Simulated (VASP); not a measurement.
# Pb (Fm-3m) in VASP: electric field gradients with r2SCAN

Aim: the electric field gradients of Pb with r2SCAN.

Everything below comes from runs of VASP 6.6.1. Logs are shortened: lines on timing, memory, paths and dates and some standing lists are left out, and cuts for length are marked.

### Step 1. The cell of the first run

Symmetry: Fm-3m, No. 225, cubic system. Conventional cell: a = 4.950 Å, b = 4.950 Å, c = 4.950 Å, α = 90.00°, β = 90.00°, γ = 90.00°. Within 4.6 Å of Pb (site symmetry m-3m) lie 12 Pb at 3.50 Å.

### Step 2. Electric field gradients, r2SCAN

File POSCAR:

```
Pb
1.0
    0.0000000000      4.9500400000      4.9500400000
    4.9500400000      0.0000000000      4.9500400000
    4.9500400000      4.9500400000      0.0000000000
Pb
8
Direct
    0.0000000000      0.0000000000      0.0000000000
    0.0000000000      0.0000000000      0.5000000000
    0.0000000000      0.5000000000      0.0000000000
    0.0000000000      0.5000000000      0.5000000000
    0.5000000000      0.0000000000      0.0000000000
    0.5000000000      0.0000000000      0.5000000000
    0.5000000000      0.5000000000      0.0000000000
    0.5000000000      0.5000000000      0.5000000000
```

File INCAR.step1:

```
ALGO = Normal
EDIFF = 1E-4
ENCUT = 520
GGA = PE
ISMEAR = -1
LASPH = T
LCHARG = F
LREAL = F
LWAVE = T
NBANDS = 66
NELM = 60
PREC = Accurate
SIGMA = 0.05
```

File INCAR.step2:

```
ALGO = Normal
EDIFF = 1E-8
ENCUT = 520
ISIF = 2
ISMEAR = -1
ISTART = 1
LASPH = T
LCHARG = F
LEFG = T
LMIXTAU = T
LREAL = F
LWAVE = F
METAGGA = R2SCAN
NBANDS = 66
NELM = 60
PREC = Accurate
SIGMA = 0.05
```

File KPOINTS:

```
k-points
0
Gamma
  6 6 6
```

Potentials or basis: VASP PAW PBE potentials, release 64 (Pb_d).

Run with:

```sh
cat potpaw_PBE.64/Pb_d/POTCAR > POTCAR
cp INCAR.step1 INCAR
mpirun -np 1 vasp_std > vasp.out
cp INCAR.step2 INCAR
mpirun -np 1 vasp_std > vasp.out
```

OUTCAR:

```text
EDIFF = 1E-8
   ENCUT = 520
   ISIF = 2
   ISMEAR = -1
   ISTART = 1
   LASPH = T
   LREAL = F
   METAGGA = R2SCAN
   NELM = 60
   PREC = Accurate

 ion  position               nearest neighbor table
   1  0.000  0.000  0.000-   2 3.50   3 3.50   5 3.50   2 3.50   4 3.50   6 3.50   3 3.50   4 3.50
                             7 3.50   5 3.50   6 3.50   7 3.50
   2  0.000  0.000  0.500-   1 3.50   4 3.50   6 3.50   1 3.50   3 3.50   5 3.50   3 3.50   4 3.50
                             8 3.50   5 3.50   6 3.50   8 3.50
   3  0.000  0.500  0.000-   1 3.50   4 3.50   7 3.50   2 3.50   4 3.50   8 3.50   1 3.50   2 3.50
                             5 3.50   5 3.50   7 3.50   8 3.50
   4  0.000  0.500  0.500-   2 3.50   3 3.50   8 3.50   1 3.50   3 3.50   7 3.50   1 3.50   2 3.50
                             6 3.50   6 3.50   7 3.50   8 3.50
   5  0.500  0.000  0.000-   1 3.50   6 3.50   7 3.50   2 3.50   6 3.50   8 3.50   3 3.50   7 3.50
                             8 3.50   1 3.50   2 3.50   3 3.50
   6  0.500  0.000  0.500-   2 3.50   5 3.50   8 3.50   1 3.50   5 3.50   7 3.50   4 3.50   7 3.50
                             8 3.50   1 3.50   2 3.50   4 3.50
   7  0.500  0.500  0.000-   3 3.50   5 3.50   8 3.50   4 3.50   6 3.50   8 3.50   1 3.50   5 3.50
                             6 3.50   1 3.50   3 3.50   4 3.50
   8  0.500  0.500  0.500-   4 3.50   6 3.50   7 3.50   3 3.50   5 3.50   7 3.50   2 3.50   5 3.50
                             6 3.50   2 3.50   3 3.50   4 3.50
[... 6 lines left out ...]
 A1 = (   0.0000000000,   4.9500400000,   4.9500400000)
 A2 = (   4.9500400000,   0.0000000000,   4.9500400000)
 A3 = (   4.9500400000,   4.9500400000,   0.0000000000)

Analysis of symmetry for initial positions (statically):
=====================================================================
 Subroutine PRICEL returns following result:

  LATTYP: Found a face centered cubic cell.
 ALAT       =     4.9500400000

  Lattice vectors:

 A1 = (   0.0000000000,   2.4750200000,   2.4750200000)
 A2 = (   2.4750200000,   0.0000000000,   2.4750200000)
 A3 = (   2.4750200000,   2.4750200000,   0.0000000000)

   8 primitive cells build up your supercell.

 Routine SETGRP: Setting up the symmetry group for a
 face centered cubic supercell.

 Subroutine GETGRP returns: Found 48 space group operations
 (whereof 48 operations were pure point group operations)
 out of a pool of 48 trial point group operations.

The static configuration has the point symmetry O_h .

Analysis of symmetry for dynamics (positions and initial velocities):
=====================================================================
 Subroutine PRICEL returns following result:

  LATTYP: Found a face centered cubic cell.
 ALAT       =     4.9500400000

  Lattice vectors:

 A1 = (   0.0000000000,   2.4750200000,   2.4750200000)
 A2 = (   2.4750200000,   0.0000000000,   2.4750200000)
 A3 = (   2.4750200000,   2.4750200000,   0.0000000000)

   8 primitive cells build up your supercell.

 Routine SETGRP: Setting up the symmetry group for a
 face centered cubic supercell.

 Subroutine GETGRP returns: Found 48 space group operations
 (whereof 48 operations were pure point group operations)
 out of a pool of 48 trial point group operations.

The dynamic configuration has the point symmetry O_h .

 Subroutine INISYM returns: Found 48 space group operations
 (whereof 48 operations are pure point group operations),
 and found     8 'primitive' translations

----------------------------------------------------------------------------------------

                                     Primitive cell

  volume of cell :      30.3226

  direct lattice vectors                    reciprocal lattice vectors
     0.000000000  2.475020000  2.475020000    -0.202018570  0.202018570  0.202018570
     2.475020000  0.000000000  2.475020000     0.202018570 -0.202018570  0.202018570
     2.475020000  2.475020000  0.000000000     0.202018570  0.202018570 -0.202018570

  length of vectors
     3.500206851  3.500206851  3.500206851     0.349906427  0.349906427  0.349906427

[... 76 lines left out ...]
   ISYM   =      2    0-nonsym 1-usesym 2-fastsym
   POTIM  = 0.5000    time-step for ionic-motion
   TEBEG  =    0.0;   TEEND  =   0.0 temperature during run
   PSTRESS=    0.0 pullay stress
   NELECT =     112.0000    total number of electrons
   NUPDOWN=      -1.0000    fix difference up-down
   EMIN   =  10.00;   EMAX   =-10.00  energy-range for DOS
   EFERMI =   0.00;   METHOD = LEGACY
   ISMEAR =    -1;   SIGMA  =   0.05  broadening in eV -4-tet -1-fermi 0-gaus
   EFERMI_NEDOS =   21; number of points for ismear=-14 and -15
   IALGO  =     38    algorithm
   IMIX   =      4    mixing-type and parameters
     AMIX     =   0.40;   BMIX     =  1.00
     AMIX_MAG =   1.60;   BMIX_MAG =  1.00
  volume/ion in A,a.u.               =      30.32       204.63
  Fermi-wavevector in a.u.,A,eV,Ry     =   1.265306  2.391081 21.782907  1.600999
  Thomas-Fermi vector in A             =   2.398566
   LORBIT       =      0    0 simple, 1 ext, 2 COOP (PROOUT), +10 PAW based schemes
   METAGGA = R2SCAN    functional components
   LHFCALC =     F    Hartree Fock is set to
   AEXX    =    0.0000 exact exchange contribution
   IVDW    =     0    specifies the selected vdW correction
   LEPSILON=     F    determine dielectric tensor
   LRPA    =     F    only Hartree local field effects (RPA)
 non-spin polarized calculation
  energy-cutoff  :      520.00
  volume of cell :      242.58
 maximum number of plane-waves:      6574
 NGX is ok and might be reduce to    54
   NGX = 25   NGY = 25   NGZ = 25

 number of electron     111.9999978 magnetization

 Free energy of the ion-electron system (eV)
  ---------------------------------------------------
  ext. energy  EPLUGINS =         0.00000000
  ---------------------------------------------------
  free energy    TOTEN  =      -450.12081467 eV

  energy without entropy =     -450.04833447  energy(sigma->0) =     -450.08457457

 E-fermi :   7.2777     XC(G=0): -10.9216

 val. band max:        7.2608365197   @ k =  -0.3333   0.5000   0.1667
 cond. band min:       7.3022361785   @ k =   0.5000   0.1667   0.0000
 fundamental gap:      0.0413996588
 Fermi energy:         7.2777136564

 k-point     1 :       0.0000    0.0000    0.0000
  band No.  band energies     occupation
      1     -10.6707      2.00000
      2     -10.6707      2.00000
      3     -10.6707      2.00000
      4     -10.5737      2.00000
      5     -10.5737      2.00000
      6     -10.5737      2.00000
[... 1093 lines left out ...]
     65      10.4929      0.00000
     66      10.4929      0.00000

------------------------ aborting loop because EDIFF is reached ----------------------------------------

  FORCE on cell =-STRESS in cart. coord.  units (eV):
  Direction    XX          YY          ZZ          XY          YZ          ZX
  --------------------------------------------------------------------------------------
  -------------------------------------------------------------------------------------
  Total        2.2595459      2.2595459      2.2595459      0.0000000     -0.0000000      0.0000000
  in kB       14.9236697     14.9236697     14.9236697      0.0000000     -0.0000000      0.0000000
  external PRESSURE =      14.9236697 kB  Pullay stress =       0.0000000 kB

 VOLUME and BASIS-vectors are now :
 -----------------------------------------------------------------------------
  energy-cutoff  :      520.00
  volume of cell :      242.58
      direct lattice vectors                 reciprocal lattice vectors
     0.000000000  4.950040000  4.950040000    -0.101009285  0.101009285  0.101009285
     4.950040000  0.000000000  4.950040000     0.101009285 -0.101009285  0.101009285
     4.950040000  4.950040000  0.000000000     0.101009285  0.101009285 -0.101009285

 POSITION                                       TOTAL-FORCE (eV/Angst)
 -----------------------------------------------------------------------------------
      0.00000      0.00000      0.00000        -0.000000     -0.000000      0.000000
      2.47502      2.47502      0.00000        -0.000000      0.000000      0.000000
      2.47502      0.00000      2.47502         0.000000     -0.000000     -0.000000
      4.95004      2.47502      2.47502         0.000000      0.000000     -0.000000
      0.00000      2.47502      2.47502         0.000000     -0.000000      0.000000
      2.47502      4.95004      2.47502        -0.000000     -0.000000      0.000000
      2.47502      2.47502      4.95004         0.000000     -0.000000     -0.000000
      4.95004      4.95004      4.95004         0.000000     -0.000000     -0.000000
 -----------------------------------------------------------------------------------
    total drift:                               -0.000000      0.000000     -0.000000

  FREE ENERGIE OF THE ION-ELECTRON SYSTEM (eV)
  ---------------------------------------------------
  free  energy   TOTEN  =      -450.1208146659 eV

  energy  without entropy=     -450.0483344741  energy(sigma->0) =     -450.08457457

 Electric field gradients (V/A^2)
---------------------------------------------------------------------
 ion       V_xx      V_yy      V_zz      V_xy      V_xz      V_yz
---------------------------------------------------------------------
   1       0.000    -0.000    -0.000    -0.001    -0.001    -0.001
   2       0.000    -0.000    -0.000    -0.001    -0.001    -0.001
   3       0.000    -0.000    -0.000    -0.001    -0.001    -0.001
   4       0.000    -0.000    -0.000    -0.001    -0.001    -0.001
   5       0.000    -0.000    -0.000    -0.001    -0.001    -0.001
   6       0.000    -0.000    -0.000    -0.001    -0.001    -0.001
   7       0.000    -0.000    -0.000    -0.001    -0.001    -0.001
   8       0.000    -0.000    -0.000    -0.001    -0.001    -0.001
---------------------------------------------------------------------

 Electric field gradients after diagonalization (V/A^2)
 (convention: |V_zz| > |V_xx| > |V_yy|)
----------------------------------------------------------------------
 ion       V_xx      V_yy      V_zz     asymmetry (V_yy - V_xx)/ V_zz
----------------------------------------------------------------------
   1       0.001     0.001    -0.002       0.000
   2       0.001     0.001    -0.002       0.000
   3       0.001     0.001    -0.002       0.000
   4       0.001     0.001    -0.002       0.000
   5       0.001     0.001    -0.002       0.000
   6       0.001     0.001    -0.002       0.000
   7       0.001     0.001    -0.002       0.000
   8       0.001     0.001    -0.002       0.000
----------------------------------------------------------------------

           NMR quadrupolar parameters

 Cq : quadrupolar parameter    Cq=e*Q*V_zz/h
 eta: asymmetry parameters     (V_yy - V_xx)/ V_zz
 Q  : nuclear electric quadrupole moment in mb (millibarn)
----------------------------------------------------------------------
 ion       Cq(MHz)       eta       Q (mb)
----------------------------------------------------------------------
   1      -0.000       0.000       1.000
   2      -0.000       0.000       1.000
   3      -0.000       0.000       1.000
   4      -0.000       0.000       1.000
   5      -0.000       0.000       1.000
   6      -0.000       0.000       1.000
   7      -0.000       0.000       1.000
   8      -0.000       0.000       1.000
----------------------------------------------------------------------
```

It took 30 min on 1 thread of Intel Xeon Platinum 8488C (Sapphire Rapids), shared host; peak memory 0.5 GiB.

What came out:

| Quantity | Value |
| --- | --- |
| Free energy | -450.1208 eV |
| Pressure | 1.5 GPa |
| Band gap on the k mesh | zero (bands 56 and 57 overlap by 2.14 eV) |
| Largest electric field gradient by atom | under 0.05 V/Å² on every atom |

Levels at points of the mesh, in eV from the Fermi level:
```tsv
k point	band 53	band 54	band 55	band 56	band 57	band 58	band 59	band 60
(0.00, 0.00, 0.00)	-3.51	-3.51	-3.51	2.07	2.07	2.07	2.07	2.07
(0.50, 0.00, 0.00)	-2.60	-2.60	0.78	0.78	1.04	1.04	1.04	1.04
(0.50, 0.50, 0.00)	-1.13	-1.13	-1.13	-1.13	0.32	0.32	0.40	0.40
```

Caveat: the PAW data sets were made with another functional, which shifts forces and pressure a little; spin-orbit coupling is left out, which moves the levels of the heavy elements.

The gap in the log of VASP goes by the Fermi energy; the results here count the filled bands.